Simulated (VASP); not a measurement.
# PdPt2Se6 (P-31m) in VASP: further runs, part 2 of 2

VASP 6.6.1. The steps go on from the part before.

## 4. Single point, PBE, collinear spin

INCAR

```
PREC     = Accurate       # precision mode
ENCUT    = 520            # plane-wave cutoff, eV
EDIFF    = 1E-6           # SCF threshold, eV
ISMEAR   = 0              # smearing method
SIGMA    = 0.1            # smearing width, eV
LREAL    = False          # projectors in reciprocal space
LASPH    = True           # aspherical terms in the spheres
NELM     = 150            # most SCF steps
ALGO     = Normal         # electronic algorithm
ISIF     = 2              # what is computed and relaxed
LWAVE    = False          # write WAVECAR
LCHARG   = False          # write CHGCAR
ISPIN    = 2              # spin polarisation
MAGMOM   = 1 1 1 0 0 0 0 0 0 # initial moments
LORBIT   = 11             # projections on sites
LMAXMIX  = 4              # l up to which the mixer works
GGA      = PE             # functional
NBANDS   = 47             # bands
```

KPOINTS

```
regular mesh
0
Gamma
  3 3 4
```

POSCAR

```
PdPt2Se6
1.0
    6.5682890000      0.0000000000      0.0000000000
   -3.2841445000      5.6883051000      0.0000000000
    0.0000000000      0.0000000000      5.1773769000
Pd Pt Se
1 2 6
Direct
    0.0000000000      0.0000000000      0.0000000000
    0.3333333000      0.6666667000      0.0000000000
    0.6666667000      0.3333333000      0.0000000000
    0.3356200000      0.0000000000      0.2492540000
    0.0000000000      0.3356200000      0.2492540000
    0.6643800000      0.6643800000      0.2492540000
    0.6643800000      0.0000000000      0.7507460000
    0.3356200000      0.3356200000      0.7507460000
    0.0000000000      0.6643800000      0.7507460000
```

Potentials or basis: VASP PAW PBE potentials, release 64 (Pd, Pt, Se).

Started as:

```sh
cat potpaw_PBE.64/Pd/POTCAR potpaw_PBE.64/Pt/POTCAR potpaw_PBE.64/Se/POTCAR > POTCAR
mpirun -np 1 vasp_std > vasp.out
```

OUTCAR:

```text
PREC = Accurate
   ENCUT = 520
   EDIFF = 1E-6
   ISMEAR = 0
   LREAL = False
   LASPH = True
   NELM = 150
   ISIF = 2
   ISPIN = 2
   LORBIT = 11
   GGA = PE

 ion  position               nearest neighbor table
   1  0.000  0.000  0.000-   5 2.55   6 2.55   8 2.55   9 2.55   4 2.55   7 2.55
   2  0.333  0.667  0.000-   4 2.54   9 2.54   7 2.54   5 2.54   8 2.54   6 2.54
   3  0.667  0.333  0.000-   7 2.54   5 2.54   4 2.54   9 2.54   6 2.54   8 2.54
   4  0.336  0.000  0.249-   2 2.54   3 2.54   1 2.55
   5  0.000  0.336  0.249-   3 2.54   2 2.54   1 2.55
   6  0.664  0.664  0.249-   3 2.54   2 2.54   1 2.55
   7  0.664  0.000  0.751-   3 2.54   2 2.54   1 2.55
   8  0.336  0.336  0.751-   2 2.54   3 2.54   1 2.55
   9  0.000  0.664  0.751-   2 2.54   3 2.54   1 2.55

  LATTYP: Found a hexagonal cell.
 ALAT       =     6.5682890000
 C/A-ratio  =     0.7882382916

  Lattice vectors:

 A1 = (   6.5682890000,   0.0000000000,   0.0000000000)
 A2 = (  -3.2841445000,   5.6883051000,   0.0000000000)
 A3 = (   0.0000000000,   0.0000000000,   5.1773769000)

Analysis of symmetry for initial positions (statically):
=====================================================================
 Subroutine PRICEL returns:
 Original cell was already a primitive cell.

 Routine SETGRP: Setting up the symmetry group for a
 hexagonal supercell.

 Subroutine GETGRP returns: Found 12 space group operations
 (whereof 12 operations were pure point group operations)
 out of a pool of 24 trial point group operations.

The static configuration has the point symmetry D_3d.

Analysis of symmetry for dynamics (positions and initial velocities):
=====================================================================
 Subroutine PRICEL returns:
 Original cell was already a primitive cell.
[... 659 lines left out ...]
     45      11.4593      0.00000
 Fermi energy:         5.4264732129

 spin component 2

 k-point     1 :       0.0000    0.0000    0.0000
  band No.  band energies     occupation
      1      -9.4560      1.00000
      2      -7.7117      1.00000
      3      -7.7117      1.00000
      4      -7.7113      1.00000
      5      -7.7113      1.00000
      6      -7.0462      1.00000
[... 469 lines left out ...]
     44      11.1672      0.00000
     45      11.4593      0.00000
 [bands above 45 left out]

------------------------ aborting loop because EDIFF is reached ----------------------------------------

  FORCE on cell =-STRESS in cart. coord.  units (eV):
  Direction    XX          YY          ZZ          XY          YZ          ZX
  --------------------------------------------------------------------------------------
  -------------------------------------------------------------------------------------
  Total        0.0365343      0.0365343      0.0493229      0.0000000     -0.0000000      0.0000000
  in kB        0.3025982      0.3025982      0.4085210      0.0000000     -0.0000000      0.0000000
  external PRESSURE =       0.3379058 kB  Pullay stress =       0.0000000 kB

 VOLUME and BASIS-vectors are now :
 -----------------------------------------------------------------------------
  energy-cutoff  :      520.00
  volume of cell :      193.44
      direct lattice vectors                 reciprocal lattice vectors
     6.568289000  0.000000000  0.000000000     0.152246651  0.087899645  0.000000000
    -3.284144500  5.688305100  0.000000000     0.000000000  0.175799290  0.000000000
     0.000000000  0.000000000  5.177376900     0.000000000  0.000000000  0.193148001

 POSITION                                       TOTAL-FORCE (eV/Angst)
 -----------------------------------------------------------------------------------
      0.00000      0.00000      0.00000         0.000000      0.000000     -0.000000
     -0.00000      3.79220      0.00000         0.000000      0.000000     -0.000000
      3.28414      1.89610      0.00000        -0.000000      0.000000     -0.000000
      2.20445      0.00000      1.29048        -0.013677     -0.000000      0.003249
     -1.10222      1.90911      1.29048         0.006838     -0.011845      0.003249
      2.18192      3.77920      1.29048         0.006838      0.011845      0.003249
      4.36384      0.00000      3.88689         0.013677      0.000000     -0.003249
      1.10222      1.90911      3.88689        -0.006838     -0.011845     -0.003249
     -2.18192      3.77920      3.88689        -0.006838      0.011845     -0.003249
 -----------------------------------------------------------------------------------
    total drift:                               -0.000000      0.000000     -0.000000

  FREE ENERGIE OF THE ION-ELECTRON SYSTEM (eV)
  ---------------------------------------------------
  free  energy   TOTEN  =       -41.5916340308 eV

  energy  without entropy=      -41.5768839446  energy(sigma->0) =      -41.58425899

 total charge

# of ion       s       p       d       tot
------------------------------------------
    1        0.479   0.584   8.407   9.470
    2        0.662   0.664   7.996   9.322
    3        0.662   0.664   7.996   9.322
    4        1.488   2.206   0.055   3.750
    5        1.488   2.206   0.055   3.750
    6        1.488   2.206   0.055   3.750
    7        1.488   2.206   0.055   3.750
    8        1.488   2.206   0.055   3.750
    9        1.488   2.206   0.055   3.750
--------------------------------------------------
tot         10.732  15.149  24.732  50.612

 magnetization (x)

# of ion       s       p       d       tot
------------------------------------------
    1       -0.000  -0.000   0.000   0.000
    2        0.000   0.000   0.000   0.000
    3        0.000   0.000   0.000   0.000
    4        0.000   0.000   0.000   0.000
    5        0.000   0.000   0.000   0.000
    6        0.000   0.000   0.000   0.000
    7        0.000   0.000   0.000   0.000
    8        0.000   0.000   0.000   0.000
    9        0.000   0.000   0.000   0.000
--------------------------------------------------
tot          0.000   0.000   0.000   0.000
```

It took 1.9 min on 1 thread of Intel Xeon 6975P-C (Granite Rapids), shared host; peak memory 0.45 GiB.

What came out:

```yaml
Free_energy: -41.5916 eV
Pressure: 0.0 GPa
Largest_force: 0.014 eV/Å
Band_gap_on_the_k_mesh: zero (filled and empty bands overlap)
Net_moment: 0.00 μB per cell
Valence_electrons_inside_the_program's_atomic_spheres: Pd 9.47; Pt 9.32; Se 3.75
```

Forces on the atoms (eV/Å):
```
Pd   0.000  0.000  0.000
Pt   0.000  0.000  0.000
Pt   0.000  0.000  0.000
Se  -0.014  0.000  0.003
Se   0.007 -0.012  0.003
Se   0.007  0.012  0.003
Se   0.014  0.000 -0.003
Se  -0.007 -0.012 -0.003
Se  -0.007  0.012 -0.003
```

Caveat: the k points lie up to 0.37 Å⁻¹ apart; spin-orbit coupling is left out, which moves the levels of the heavy elements.

## 5. Summary

```tsv
spin	cell	k mesh	smearing	gap on the mesh (eV)	pressure (GPa)	largest force (eV/Å)
off	a = 5.177, b = 6.568, c = 6.568 Å, angles 120.0, 90.0, 90.0°, 9 atoms	4 × 6 × 6	gaussian 0.2 eV	none	0.0	0.01
off	a = 6.568, b = 6.568, c = 5.177 Å, angles 90.0, 90.0, 120.0°, 9 atoms	6 × 6 × 8	gaussian 0.1 eV	none	0.0	0.01
collinear	a = 6.568, b = 6.568, c = 5.177 Å, angles 90.0, 90.0, 120.0°, 9 atoms	3 × 3 × 4	gaussian 0.1 eV	none	0.0	0.01
```

Alike in all rows: task single point; level PBE; potentials or basis VASP PAW PBE potentials, release 64 (Pd, Pt, Se); cutoff (eV) 520.

Caveats: some runs use coarse meshes; spin-orbit coupling is left out, which moves the levels of the heavy elements.

Total energies depend on the potentials used, so only differences within one code and one set of settings carry meaning.
